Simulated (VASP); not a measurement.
# SrTl in VASP: a series of runs

SrTl is run at these levels: LDA; tasks: electric field gradients.

Program: VASP 6.6.1. These are calculated values, not measurements. Logs are shortened: lines on timing, memory, paths and dates and some standing lists are left out, and cuts for length are marked.

## Step 1: The cell of the first run

It takes space group P4/mmm (No. 123, tetragonal). The conventional cell has a = 4.113 Å, b = 4.113 Å, c = 4.032 Å, α = 90.00°, β = 90.00°, γ = 90.00°. Sr (site symmetry 4/mmm) has 8 Tl at 3.54 Å and 6 Sr at 4.03 to 4.11 Å within 4.7 Å. Tl (site symmetry 4/mmm) has 8 Sr at 3.54 Å and 6 Tl at 4.03 to 4.11 Å within 4.7 Å.

## Step 2: Electric field gradients, LDA (equal xx and yy strain of +2 %)

File INCAR:

```
  PREC = Accurate
  ENCUT = 520
  EDIFF = 1E-8
  ISMEAR = -1
  SIGMA = 0.05
  LREAL = False
  LASPH = True
  NELM = 100
  ALGO = Normal
  ISIF = 2
  LWAVE = False
  LCHARG = False
  GGA = CA
  LEFG = True
  NBANDS = 18
```

File KPOINTS:

```
Automatic mesh
0
Gamma
  8 8 8
```

File POSCAR:

```
SrTl
1.0
    4.1126400000      0.0000000000      0.0000000000
    0.0000000000      4.1126400000      0.0000000000
    0.0000000000      0.0000000000      4.0320000000
Sr Tl
1 1
Direct
    0.0000000000      0.0000000000      0.0000000000
    0.5000000000      0.5000000000      0.5000000000
```

Potentials or basis: VASP PAW LDA potentials, release 64 (Sr_sv, Tl_d).

Launch:

```console
$ cat potpaw_LDA.64/Sr_sv/POTCAR potpaw_LDA.64/Tl_d/POTCAR > POTCAR
$ mpirun -np 1 vasp_std > vasp.out
```

OUTCAR:

```text
PREC = Accurate
   ENCUT = 520
   EDIFF = 1E-8
   ISMEAR = -1
   LREAL = False
   LASPH = True
   NELM = 100
   ISIF = 2
   GGA = CA

 ion  position               nearest neighbor table
   1  0.000  0.000  0.000-   2 3.54   2 3.54   2 3.54   2 3.54   2 3.54   2 3.54   2 3.54   2 3.54

   2  0.500  0.500  0.500-   1 3.54   1 3.54   1 3.54   1 3.54   1 3.54   1 3.54   1 3.54   1 3.54

  LATTYP: Found a simple tetragonal cell.
 ALAT       =     4.1126400000
 C/A-ratio  =     0.9803921569

  Lattice vectors:

 A1 = (   4.1126400000,   0.0000000000,   0.0000000000)
 A2 = (   0.0000000000,   4.1126400000,   0.0000000000)
 A3 = (   0.0000000000,   0.0000000000,   4.0320000000)

Analysis of symmetry for initial positions (statically):
=====================================================================
 Subroutine PRICEL returns:
 Original cell was already a primitive cell.

 Routine SETGRP: Setting up the symmetry group for a
 simple tetragonal supercell.

 Subroutine GETGRP returns: Found 16 space group operations
 (whereof 16 operations were pure point group operations)
 out of a pool of 16 trial point group operations.

The static configuration has the point symmetry D_4h.

Analysis of symmetry for dynamics (positions and initial velocities):
=====================================================================
 Subroutine PRICEL returns:
 Original cell was already a primitive cell.

 Routine SETGRP: Setting up the symmetry group for a
 simple tetragonal supercell.

 Subroutine GETGRP returns: Found 16 space group operations
 (whereof 16 operations were pure point group operations)
 out of a pool of 16 trial point group operations.

The dynamic configuration has the point symmetry D_4h.

 Subroutine INISYM returns: Found 16 space group operations
 (whereof 16 operations are pure point group operations),
 and found     1 'primitive' translations

----------------------------------------------------------------------------------------

                                     Primitive cell

  volume of cell :      68.1965

  direct lattice vectors                    reciprocal lattice vectors
     4.112640000  0.000000000  0.000000000     0.243152817  0.000000000  0.000000000
     0.000000000  4.112640000  0.000000000     0.000000000  0.243152817  0.000000000
     0.000000000  0.000000000  4.032000000     0.000000000  0.000000000  0.248015873

  length of vectors
     4.112640000  4.112640000  4.032000000     0.243152817  0.243152817  0.248015873

  position of ions in fractional coordinates (direct lattice)
     0.000000000  0.000000000  0.000000000
     0.500000000  0.500000000  0.500000000

  ion indices of the primitive-cell ions
   primitive index   ion index
                 1           1
                 2           2

----------------------------------------------------------------------------------------

 KPOINTS: Automatic mesh

Automatic generation of k-mesh.
 Grid dimensions read from file:
 generate k-points for:    8    8    8

 Generating k-lattice:

  Cartesian coordinates                     Fractional coordinates (reciprocal lattice)
     0.030394102  0.000000000  0.000000000     0.125000000  0.000000000  0.000000000
     0.000000000  0.030394102  0.000000000     0.000000000  0.125000000  0.000000000
     0.000000000  0.000000000  0.031001984     0.000000000  0.000000000  0.125000000

  Length of vectors
     0.030394102  0.030394102  0.031001984

  Shift w.r.t. Gamma in fractional coordinates (k-lattice)
     0.000000000  0.000000000  0.000000000

 Subroutine IBZKPT returns following result:
 ===========================================

 Found     75 irreducible k-points:

 Following reciprocal coordinates:
            Coordinates               Weight
  0.000000  0.000000  0.000000      1.000000
  0.125000  0.000000  0.000000      4.000000
  0.250000  0.000000  0.000000      4.000000
  0.375000  0.000000  0.000000      4.000000
  0.500000  0.000000  0.000000      2.000000
  0.125000  0.125000  0.000000      4.000000
[... 16 lines left out ...]
  0.375000  0.125000  0.125000     16.000000
  0.500000  0.125000  0.125000      8.000000
 [... further k-points ...]
   k-points           NKPTS =     75   k-points in BZ     NKDIM =     75   number of bands    NBANDS=     18
   number of dos      NEDOS =    301   number of ions     NIONS =      2
   total plane-waves  NPLWV =  30720
   dimension x,y,z NGX =    32 NGY =   32 NGZ =   30
   dimension x,y,z NGXF=    64 NGYF=   64 NGZF=   60
   ions per type =               1   1
   NGX,Y,Z   is equivalent  to a cutoff of  12.94, 12.94, 12.37 a.u.
   NGXF,Y,Z  is equivalent  to a cutoff of  25.87, 25.87, 24.74 a.u.
 SYSTEM =  unknown system
   PREC   = accura    normal or accurate (medium, high low for compatibility)
   ISTART =      0    job   : 0-new  1-cont  2-samecut
   ICHARG =      2    charge: 1-file 2-atom 10-const
   ISPIN  =      1    spin polarized calculation?
   LNONCOLLINEAR =      F non collinear calculations
   LSORBIT =      F    spin-orbit coupling
   LASPH  =      T    aspherical Exc in radial PAW
   ENCUT  =  520.0 eV  38.22 Ry    6.18 a.u.   7.65  7.65  7.50*2*pi/ulx,y,z
   NELM   =    100;   NELMIN=  2; NELMDL= -5     # of ELM steps
   EDIFF  = 0.1E-07   stopping-criterion for ELM
   LREAL  =      F    real-space projection
   EDIFFG = 0.1E-06   stopping-criterion for IOM
   NSW    =      0    number of steps for IOM
   IBRION =     -1    ionic relax: 0-MD 1-quasi-New 2-CG
   NFREE  =      0    steps in history (QN), initial steepest desc. (CG)
   ISIF   =      2    stress and relaxation
   ISYM   =      2    0-nonsym 1-usesym 2-fastsym
   POTIM  = 0.5000    time-step for ionic-motion
   TEBEG  =    0.0;   TEEND  =   0.0 temperature during run
   PSTRESS=    0.0 pullay stress
   NELECT =      23.0000    total number of electrons
   NUPDOWN=      -1.0000    fix difference up-down
   EMIN   =  10.00;   EMAX   =-10.00  energy-range for DOS
   EFERMI =   0.00;   METHOD = LEGACY
   ISMEAR =    -1;   SIGMA  =   0.05  broadening in eV -4-tet -1-fermi 0-gaus
   EFERMI_NEDOS =   21; number of points for ismear=-14 and -15
   IALGO  =     38    algorithm
   IMIX   =      4    mixing-type and parameters
     AMIX     =   0.40;   BMIX     =  1.00
     AMIX_MAG =   1.60;   BMIX_MAG =  1.00
  volume/ion in A,a.u.               =      34.10       230.11
  Fermi-wavevector in a.u.,A,eV,Ry     =   1.139541  2.153421 17.667910  1.298555
  Thomas-Fermi vector in A             =   2.276245
   LORBIT       =      0    0 simple, 1 ext, 2 COOP (PROOUT), +10 PAW based schemes
   GGA     = CA    functional components
   LHFCALC =     F    Hartree Fock is set to
   AEXX    =    0.0000 exact exchange contribution
   IVDW    =     0    specifies the selected vdW correction
   LEPSILON=     F    determine dielectric tensor
   LRPA    =     F    only Hartree local field effects (RPA)
 non-spin polarized calculation
  energy-cutoff  :      520.00
  volume of cell :       68.20
 maximum number of plane-waves:      1850
 NGX is ok and might be reduce to    32
   NGX = 15   NGY = 15   NGZ = 15

 number of electron      22.9999997 magnetization

 Free energy of the ion-electron system (eV)
  ---------------------------------------------------
  ext. energy  EPLUGINS =         0.00000000
  ---------------------------------------------------
  free energy    TOTEN  =        -5.83213449 eV

  energy without entropy =       -5.81823807  energy(sigma->0) =       -5.82518628

 E-fermi :   3.9517     XC(G=0):  -9.4223

 val. band max:        3.9161594521   @ k =   0.2500   0.2500   0.2500
 cond. band min:       3.9640867628   @ k =   0.3750   0.2500   0.1250
 fundamental gap:      0.0479273107
 Fermi energy:         3.9516909549

 k-point     1 :       0.0000    0.0000    0.0000
  band No.  band energies     occupation
      1     -31.7429      2.00000
      2     -13.7940      2.00000
      3     -13.7940      2.00000
      4     -13.7836      2.00000
      5      -7.4458      2.00000
      6      -7.4334      2.00000
[... 10 lines left out ...]
     17       8.7794      0.00000
     18       8.8806      0.00000

 k-point     2 :       0.1250    0.0000    0.0000
  band No.  band energies     occupation
      1     -31.7416      2.00000
      2     -13.8230      2.00000
      3     -13.7924      2.00000
      4     -13.7820      2.00000
      5      -7.4419      2.00000
      6      -7.4156      2.00000
[... 10 lines left out ...]
     17       9.1146      0.00000
     18       9.1396      0.00000

 k-point     3 :       0.2500    0.0000    0.0000
  band No.  band energies     occupation
      1     -31.7384      2.00000
      2     -13.8917      2.00000
      3     -13.7885      2.00000
      4     -13.7781      2.00000
      5      -7.4362      2.00000
      6      -7.3689      2.00000
[... 10 lines left out ...]
     17       9.9586      0.00000
     18      10.0898      0.00000

 k-point     4 :       0.3750    0.0000    0.0000
  band No.  band energies     occupation
      1     -31.7353      2.00000
      2     -13.9588      2.00000
      3     -13.7846      2.00000
      4     -13.7742      2.00000
      5      -7.4310      2.00000
      6      -7.3552      2.00000
[... 10 lines left out ...]
     17      10.7931      0.00000
     18      11.0463      0.00000

 k-point     5 :       0.5000    0.0000    0.0000
  band No.  band energies     occupation
      1     -31.7340      2.00000
      2     -13.9862      2.00000
      3     -13.7830      2.00000
      4     -13.7726      2.00000
      5      -7.4289      2.00000
      6      -7.3578      2.00000
[... 10 lines left out ...]
     17       9.9791      0.00000
     18      10.8415      0.00000

 k-point     6 :       0.1250    0.1250    0.0000
  band No.  band energies     occupation
      1     -31.7403      2.00000
      2     -13.8245      2.00000
      3     -13.8169      2.00000
      4     -13.7802      2.00000
      5      -7.4336      2.00000
      6      -7.4025      2.00000
[... 307 lines left out ...]
 k-point    21 :       0.1250    0.1250    0.1250
  band No.  band energies     occupation
      1     -31.7387      2.00000
      2     -13.8229      2.00000
      3     -13.8146      2.00000
      4     -13.8109      2.00000
      5      -7.4108      2.00000
      6      -7.4008      2.00000
[... 10 lines left out ...]
     17       9.1375      0.00000
     18       9.1558      0.00000

 k-point    22 :       0.2500    0.1250    0.1250
  band No.  band energies     occupation
      1     -31.7356      2.00000
      2     -13.8841      2.00000
      3     -13.8121      2.00000
      4     -13.8066      2.00000
      5      -7.4051      2.00000
      6      -7.3603      2.00000
[... 10 lines left out ...]
     17       9.3646      0.00000
     18      10.1163      0.00000

 k-point    23 :       0.3750    0.1250    0.1250
  band No.  band energies     occupation
      1     -31.7325      2.00000
      2     -13.9482      2.00000
      3     -13.8062      2.00000
      4     -13.8015      2.00000
      5      -7.4013      2.00000
      6      -7.3747      2.00000
[... 10 lines left out ...]
     17       9.6090      0.00000
     18      11.0446      0.00000

 k-point    24 :       0.5000    0.1250    0.1250
  band No.  band energies     occupation
      1     -31.7312      2.00000
      2     -13.9745      2.00000
      3     -13.8039      2.00000
      4     -13.7991      2.00000
      5      -7.3998      2.00000
      6      -7.3808      2.00000
[... 10 lines left out ...]
     17       9.6385      0.00000
     18      11.0027      0.00000

 [... further k-points ...]

------------------------ aborting loop because EDIFF is reached ----------------------------------------

  FORCE on cell =-STRESS in cart. coord.  units (eV):
  Direction    XX          YY          ZZ          XY          YZ          ZX
  --------------------------------------------------------------------------------------
  -------------------------------------------------------------------------------------
  Total       -1.2102903     -1.2102903     -1.0736422      0.0000000      0.0000000     -0.0000000
  in kB      -28.4340165    -28.4340165    -25.2236670      0.0000000      0.0000000     -0.0000000
  external PRESSURE =     -27.3639000 kB  Pullay stress =       0.0000000 kB

 VOLUME and BASIS-vectors are now :
 -----------------------------------------------------------------------------
  energy-cutoff  :      520.00
  volume of cell :       68.20
      direct lattice vectors                 reciprocal lattice vectors
     4.112640000  0.000000000  0.000000000     0.243152817  0.000000000  0.000000000
     0.000000000  4.112640000  0.000000000     0.000000000  0.243152817  0.000000000
     0.000000000  0.000000000  4.032000000     0.000000000  0.000000000  0.248015873

 POSITION                                       TOTAL-FORCE (eV/Angst)
 -----------------------------------------------------------------------------------
      0.00000      0.00000      0.00000         0.000000      0.000000      0.000000
      2.05632      2.05632      2.01600         0.000000      0.000000      0.000000
 -----------------------------------------------------------------------------------
    total drift:                                0.000000      0.000000     -0.000000

  FREE ENERGIE OF THE ION-ELECTRON SYSTEM (eV)
  ---------------------------------------------------
  free  energy   TOTEN  =        -5.8321344860 eV

  energy  without entropy=       -5.8182380678  energy(sigma->0) =       -5.82518628

 Electric field gradients (V/A^2)
---------------------------------------------------------------------
 ion       V_xx      V_yy      V_zz      V_xy      V_xz      V_yz
---------------------------------------------------------------------
   1      -1.381    -1.381     2.763     0.000     0.000     0.000
   2     -10.005   -10.005    20.009     0.000    -0.000    -0.000
---------------------------------------------------------------------

 Electric field gradients after diagonalization (V/A^2)
 (convention: |V_zz| > |V_xx| > |V_yy|)
----------------------------------------------------------------------
 ion       V_xx      V_yy      V_zz     asymmetry (V_yy - V_xx)/ V_zz
----------------------------------------------------------------------
   1      -1.381    -1.381     2.763       0.000
   2     -10.005   -10.005    20.009       0.000
----------------------------------------------------------------------

           NMR quadrupolar parameters

 Cq : quadrupolar parameter    Cq=e*Q*V_zz/h
 eta: asymmetry parameters     (V_yy - V_xx)/ V_zz
 Q  : nuclear electric quadrupole moment in mb (millibarn)
----------------------------------------------------------------------
 ion       Cq(MHz)       eta       Q (mb)
----------------------------------------------------------------------
   1       0.007       0.000       1.000
   2       0.048       0.000       1.000
----------------------------------------------------------------------
```

Run time: 40 s. Hardware: 1 thread of Intel Xeon Platinum 8375C at 2.90GHz (Ice Lake), shared host; peak memory 0.22 GiB.

Results:

- Free energy: -5.8321 eV
- Pressure: -2.7 GPa
- Band gap on the k mesh: zero (an odd number of electrons rules out a gap without spin polarisation)
- Largest electric field gradient by atom: Sr +2.8; Tl +20.0 V/Å²

Levels at points of the mesh, in eV from the Fermi level:
```tsv
k point	band 9	band 10	band 11	band 12	band 13	band 14
(0.00, 0.00, 0.00)	-11.29	-7.76	1.23	1.24	2.67	2.67
(0.50, 0.00, 0.00)	-11.25	-6.37	-2.91	1.47	1.58	1.74
(0.50, 0.50, 0.00)	-11.17	-6.00	-0.81	-0.81	0.83	3.70
(0.00, 0.00, 0.50)	-11.24	-6.28	-2.87	1.51	1.51	1.64
(0.50, 0.00, 0.50)	-11.17	-5.90	-0.81	-0.73	0.93	3.52
(0.50, 0.50, 0.50)	-11.16	-4.76	-1.36	-1.35	-1.35	4.23
```

Electric field gradients, principal values (V/Å²):
```
atom    least   middle  greatest (by size)
1 Sr   -1.381   -1.381               2.763
2 Tl  -10.005  -10.005              20.009
```

Caveat: the cell differs from its parent crystal (equal xx and yy strain of +2 %); without QUAD_EFG the Cq values of the log hold for a quadrupole moment of 1 mb, not for the nuclei; spin-orbit coupling is left out, which moves the levels of the heavy elements.

(Continued in part 2 of 2.)
